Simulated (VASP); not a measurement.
# Ta2P3Au (P6/mmm) in VASP: single point with PBE

Aim: the single point of Ta2P3Au with PBE.

All numbers are computed with VASP 6.6.1; they aren't measurements. Logs are shortened: lines on timing, memory, paths and dates and some standing lists are left out, and cuts for length are marked.

### Step 1. The cell of the first run

The structure is hexagonal, space group P6/mmm (No. 191). The conventional cell has a = 4.694 Å, b = 4.694 Å, c = 7.059 Å, α = 90.00°, β = 90.00°, γ = 120.00°. Within 2.8 Å of Ta (site symmetry 6mm) lie 1 Au at 2.11 Å. P (site symmetry mmm) has 4 P at 2.35 Å and 2 Au at 2.35 Å within 3.1 Å. Au (site symmetry 6/mmm) has 2 Ta at 2.11 Å and 6 P at 2.35 Å within 2.8 Å.

### Step 2. Single point, PBE

The input, INCAR:

```
PREC = Accurate
ENCUT = 520
EDIFF = 1E-6
ISMEAR = 0
SIGMA = 0.1
LREAL = F
LASPH = T
NELM = 100
ALGO = Normal
ISIF = 2
LWAVE = F
LCHARG = F
GGA = PE
NBANDS = 33
```

The input, KPOINTS:

```
Automatic mesh
0
Gamma
  6 6 4
```

The input, POSCAR:

```
Ta2P3Au
1.0
    4.6943116100      0.0000000000      0.0000000000
   -2.3471558000      4.0653931100      0.0000000000
    0.0000000000      0.0000000000      7.0587752600
Ta P Au
2 3 1
Direct
    0.0000000000      0.0000000000      0.7007251600
    0.0000000000      0.0000000000      0.2992748400
    0.5000000000      0.0000000000      0.0000000000
    0.0000000000      0.5000000000      0.0000000000
    0.5000000000      0.5000000000      0.0000000000
    0.0000000000      0.0000000000      0.0000000000
```

Potentials or basis: VASP PAW PBE potentials, release 64 (Ta_pv, P, Au).

Started as:

```bash
$ cat potpaw_PBE.64/Ta_pv/POTCAR potpaw_PBE.64/P/POTCAR potpaw_PBE.64/Au/POTCAR > POTCAR
$ mpirun -np 1 vasp_std > vasp.out
```

OUTCAR:

```text
PREC = Accurate
   ENCUT = 520
   EDIFF = 1E-6
   ISMEAR = 0
   LREAL = F
   LASPH = T
   NELM = 100
   ISIF = 2
   GGA = PE

 ion  position               nearest neighbor table
   1  0.000  0.000  0.701-   6 2.11   2 2.83   4 3.16   4 3.16   3 3.16   3 3.16   5 3.16   5 3.16

   2  0.000  0.000  0.299-   6 2.11   1 2.83   4 3.16   4 3.16   3 3.16   3 3.16   5 3.16   5 3.16

   3  0.500  0.000  0.000-   5 2.35   5 2.35   6 2.35   6 2.35   4 2.35   4 2.35   1 3.16   2 3.16
                             1 3.16   2 3.16
   4  0.000  0.500  0.000-   6 2.35   6 2.35   5 2.35   5 2.35   3 2.35   3 2.35   2 3.16   2 3.16
                             1 3.16   1 3.16
   5  0.500  0.500  0.000-   3 2.35   3 2.35   4 2.35   4 2.35   6 2.35   6 2.35   1 3.16   1 3.16
                             2 3.16   2 3.16
   6  0.000  0.000  0.000-   1 2.11   2 2.11   4 2.35   4 2.35   3 2.35   3 2.35   5 2.35   5 2.35

  LATTYP: Found a hexagonal cell.
 ALAT       =     4.6943116100
 C/A-ratio  =     1.5036869826

  Lattice vectors:

 A1 = (   4.6943116100,   0.0000000000,   0.0000000000)
 A2 = (  -2.3471558000,   4.0653931100,   0.0000000000)
 A3 = (   0.0000000000,   0.0000000000,   7.0587752600)

Analysis of symmetry for initial positions (statically):
=====================================================================
 Subroutine PRICEL returns:
 Original cell was already a primitive cell.

 Routine SETGRP: Setting up the symmetry group for a
 hexagonal supercell.

 Subroutine GETGRP returns: Found 24 space group operations
 (whereof 24 operations were pure point group operations)
 out of a pool of 24 trial point group operations.

The static configuration has the point symmetry D_6h.

Analysis of symmetry for dynamics (positions and initial velocities):
=====================================================================
 Subroutine PRICEL returns:
 Original cell was already a primitive cell.

 Routine SETGRP: Setting up the symmetry group for a
 hexagonal supercell.

 Subroutine GETGRP returns: Found 24 space group operations
 (whereof 24 operations were pure point group operations)
 out of a pool of 24 trial point group operations.

The dynamic configuration has the point symmetry D_6h.

 Subroutine INISYM returns: Found 24 space group operations
 (whereof 24 operations are pure point group operations),
 and found     1 'primitive' translations

----------------------------------------------------------------------------------------

[... 99 lines left out ...]
   NSW    =      0    number of steps for IOM
   IBRION =     -1    ionic relax: 0-MD 1-quasi-New 2-CG
   NFREE  =      0    steps in history (QN), initial steepest desc. (CG)
   ISIF   =      2    stress and relaxation
   ISYM   =      2    0-nonsym 1-usesym 2-fastsym
   POTIM  = 0.5000    time-step for ionic-motion
   TEBEG  =    0.0;   TEEND  =   0.0 temperature during run
   PSTRESS=    0.0 pullay stress
   NELECT =      48.0000    total number of electrons
   NUPDOWN=      -1.0000    fix difference up-down
   EMIN   =  10.00;   EMAX   =-10.00  energy-range for DOS
   EFERMI =   0.00;   METHOD = LEGACY
   ISMEAR =     0;   SIGMA  =   0.10  broadening in eV -4-tet -1-fermi 0-gaus
   EFERMI_NEDOS =   21; number of points for ismear=-14 and -15
   IALGO  =     38    algorithm
   IMIX   =      4    mixing-type and parameters
     AMIX     =   0.40;   BMIX     =  1.00
     AMIX_MAG =   1.60;   BMIX_MAG =  1.00
  volume/ion in A,a.u.               =      22.45       151.51
  Fermi-wavevector in a.u.,A,eV,Ry     =   1.160613  2.193240 18.327344  1.347022
  Thomas-Fermi vector in A             =   2.297193
   LORBIT       =      0    0 simple, 1 ext, 2 COOP (PROOUT), +10 PAW based schemes
   GGA     = PE    functional components
   LHFCALC =     F    Hartree Fock is set to
   AEXX    =    0.0000 exact exchange contribution
   IVDW    =     0    specifies the selected vdW correction
   LEPSILON=     F    determine dielectric tensor
   LRPA    =     F    only Hartree local field effects (RPA)
 non-spin polarized calculation
 Gauss-broadening in eV      SIGMA  =   0.10
  energy-cutoff  :      520.00
  volume of cell :      134.71
 maximum number of plane-waves:      3650
 NGX is ok and might be reduce to    36
   NGX = 17   NGY = 17   NGZ = 27

 number of electron      48.0000001 magnetization

 Free energy of the ion-electron system (eV)
  ---------------------------------------------------
  ext. energy  EPLUGINS =         0.00000000
  ---------------------------------------------------
  free energy    TOTEN  =       -22.55258478 eV

  energy without entropy =      -22.51008984  energy(sigma->0) =      -22.53133731

 E-fermi :   5.4034     XC(G=0):  -9.8725

 val. band max:        5.3795009054   @ k =   0.1667   0.1667   0.0000
 cond. band min:       5.4193923591   @ k =   0.1667   0.0000   0.0000
 fundamental gap:      0.0398914538
 Fermi energy:         5.4034232956

 k-point     1 :       0.0000    0.0000    0.0000
  band No.  band energies     occupation
      1     -30.6387      2.00000
      2     -30.2189      2.00000
      3     -30.2189      2.00000
      4     -30.1911      2.00000
      5     -30.1911      2.00000
      6     -29.9519      2.00000
[... 745 lines left out ...]
     32       6.8107      0.00000
     33       9.0108      0.00000

------------------------ aborting loop because EDIFF is reached ----------------------------------------

  FORCE on cell =-STRESS in cart. coord.  units (eV):
  Direction    XX          YY          ZZ          XY          YZ          ZX
  --------------------------------------------------------------------------------------
  -------------------------------------------------------------------------------------
  Total       24.9763591     24.9763592     48.9650428      0.0000000      0.0000000     -0.0000000
  in kB      297.0543361    297.0543364    582.3618330      0.0000004      0.0000000     -0.0000000
  external PRESSURE =     392.1568352 kB  Pullay stress =       0.0000000 kB

 VOLUME and BASIS-vectors are now :
 -----------------------------------------------------------------------------
  energy-cutoff  :      520.00
  volume of cell :      134.71
      direct lattice vectors                 reciprocal lattice vectors
     4.694311610  0.000000000  0.000000000     0.213023779  0.122989336  0.000000000
    -2.347155800  4.065393110  0.000000000     0.000000000  0.245978672  0.000000000
     0.000000000  0.000000000  7.058775260     0.000000000  0.000000000  0.141667635

 POSITION                                       TOTAL-FORCE (eV/Angst)
 -----------------------------------------------------------------------------------
      0.00000      0.00000      4.94626        -0.000000     -0.000000    -14.850754
      0.00000      0.00000      2.11251         0.000000      0.000000     14.850754
      2.34716      0.00000      0.00000         0.000000      0.000000     -0.000000
     -1.17358      2.03270      0.00000         0.000000      0.000000     -0.000000
      1.17358      2.03270      0.00000         0.000000      0.000000     -0.000000
      0.00000      0.00000      0.00000         0.000000      0.000000     -0.000000
 -----------------------------------------------------------------------------------
    total drift:                               -0.000000     -0.000000     -0.000000

  FREE ENERGIE OF THE ION-ELECTRON SYSTEM (eV)
  ---------------------------------------------------
  free  energy   TOTEN  =       -22.5525847785 eV

  energy  without entropy=      -22.5100898409  energy(sigma->0) =      -22.53133731
```

stdout:

```text
POSCAR found type information on POSCAR TaP Au
 POSCAR found :  3 types and       6 ions
 scaLAPACK will be used
 LDA part: xc-table for (Slater+PW92), standard interpolation
 POSCAR, INCAR and KPOINTS ok, starting setup
 FFT: planning ... GRIDC
 FFT: planning ... GRID_SOFT
 FFT: planning ... GRID
 WAVECAR not read
 entering main loop
```

Wall time 2.6 min (1 thread of AMD EPYC 7R43 (Zen 3), shared host); peak memory 0.25 GiB.

What came out:

```
Free energy            : -22.5526 eV
Pressure               : 39.2 GPa
Largest force          : 14.851 eV/Å
Band gap on the k mesh : zero (band 24 reaches 5.73 eV, above the bottom of band 25 at 5.26 eV)
```

Forces in eV/Å, atoms in the order of the input:
```
Ta    0.000   0.000 -14.851
Ta    0.000   0.000  14.851
P     0.000   0.000   0.000
P     0.000   0.000   0.000
P     0.000   0.000   0.000
Au    0.000   0.000   0.000
```

Stress tensor (GPa, compression positive):
```
29.71  0.00  0.00
 0.00 29.71  0.00
 0.00  0.00 58.24
```

Levels at points of the mesh, in eV from the Fermi level:
```
           k point  band 21  band 22  band 23  band 24  band 25  band 26  band 27  band 28
(0.00, 0.00, 0.00)    -1.67    -1.67    -0.42    -0.42     0.08     0.08     0.56     1.33
(0.50, 0.00, 0.00)    -0.96    -0.63    -0.41    -0.13    -0.08     0.28     0.45     0.48
(0.00, 0.00, 0.50)    -1.85    -1.85    -1.43    -0.83     0.59     0.59     0.61     0.61
(0.50, 0.00, 0.50)    -0.84    -0.36    -0.28    -0.16     0.16     0.43     0.49     0.53
```

Caveat: spin-orbit coupling is left out, which moves the levels of the heavy elements; forces of over 1 eV/Å act on the atoms, so gaps and moduli don't describe the material at rest.
